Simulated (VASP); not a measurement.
Be2SbP3, 6 atoms in the cell. Symmetry: P4/mmm, No. 123, tetragonal system. Conventional cell: a = 4.140 Å, b = 4.140 Å, c = 3.909 Å, α = 90.00°, β = 90.00°, γ = 90.00°. Be (site symmetry mmm) has 4 P at 1.95 to 2.07 Å within 2.6 Å. Within 2.6 Å of Sb (site symmetry 4/mmm) lie 6 P at 1.95 to 2.07 Å. Within 2.6 Å of P (site symmetry mmm) lie 2 Be at 1.95 Å and 2 Sb at 2.07 Å. Within 2.6 Å of P (site symmetry 4/mmm) lie 2 Sb at 1.95 Å and 4 Be at 2.07 Å. The cell was generated, and may not be a known phase.

| Quantity | Value |
| --- | --- |
| Program | VASP 6.6.1 |
| Task | single point |
| Functional | PBE |
| Potentials or basis | VASP PAW PBE potentials, release 64 (Be, Sb, P) |
| Cutoff | 520 eV |
| k mesh | 4 × 4 × 4 |
| Occupations | gaussian, width 0.1 eV |
| Spin | no spin polarisation |
| Dipole correction | no |
| Further INCAR settings | ALGO = Fast; EDIFF = 1e-07; NBANDS = 21 |

Potentials or basis: VASP PAW PBE potentials, release 64 (Be, Sb, P).

The run is started by

```bash
$ cat potpaw_PBE.64/Be/POTCAR potpaw_PBE.64/Sb/POTCAR potpaw_PBE.64/P/POTCAR > POTCAR
$ mpirun -np 1 vasp_std > vasp.out
```

Hardware: 1 thread of Oxide Virtual Turin-like Processor (shared host).

**Question.** How long does it take, and how much memory?

**Answer.** Run time: 39 s on 1 thread of Oxide Virtual Turin-like Processor, on a shared host, peak memory 0.14 GiB. Counts: scf iterations 17, k points 18.
